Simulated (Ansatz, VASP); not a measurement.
Two plane-wave programs on K2S

INCAR

```
  PREC = Accurate
  ENCUT = 500
  EDIFF = 1E-6
  ISMEAR = 0
  SIGMA = 0.05
  LREAL = F
  LASPH = T
  NELM = 120
  ALGO = Normal
  ISIF = 2
  LWAVE = F
  LCHARG = T
  GGA = PE
  LELF = T
  LVHAR = T
  NBANDS = 19
  GGA_COMPAT = F
```

The input KPOINTS:

```
regular mesh
0
Gamma
  8 8 8
```

Contents of POSCAR:

```
K2S
1.0
    0.0000000000      3.7561775886      3.7561775886
    3.7561775886      0.0000000000      3.7561775886
    3.7561775886      3.7561775886      0.0000000000
K S
2 1
Direct
    0.2500000000      0.2500000000      0.2500000000
    0.7500000000      0.7500000000      0.7500000000
    0.0000000000      0.0000000000      0.0000000000
```

Input for Ansatz:

```yaml
crystal:
  lattice:
    - [0.0, 3.7561775886, 3.7561775886]
    - [3.7561775886, 0.0, 3.7561775886]
    - [3.7561775886, 3.7561775886, 0.0]
  atoms:
    - { symbol: K, position: [0.25, 0.25, 0.25] }
    - { symbol: K, position: [0.75, 0.75, 0.75] }
    - { symbol: S, position: [0.0, 0.0, 0.0] }
basis:
  ecutwfc: 420
  ecutrho_ratio: 4
kpoints:
  mp_grid: { grid: [8, 8, 8] }
hamiltonian:
  xc: pbe
scf:
  occupations: { method: gaussian, width: 0.05 }
output:
  forces: true
  stress: true
  eigenvalues: true
```

Alike in both runs: task single point; functional PBE; k mesh 8 × 8 × 8; occupations gaussian, width 0.05 eV; no spin polarisation.

```csv
,VASP,Ansatz
version,VASP 6.6.1,Ansatz 0.2.0
potentials or method,"VASP PAW PBE potentials, release 64 (K_sv, S), cutoff 500 eV","scalar-relativistic, plane waves, PAW"
valence electrons in the cell,24,24
```

|  | VASP | Ansatz | Ansatz less VASP |
| --- | --- | --- | --- |
| gap on the k mesh at the Fermi level (eV) | 2.27 | 2.27 | +0.001 |
| least direct gap on the mesh (eV) | 2.43 | 2.43 | +0.003 |
| pressure (GPa) | -0.3 | -0.3 | -0.02 |
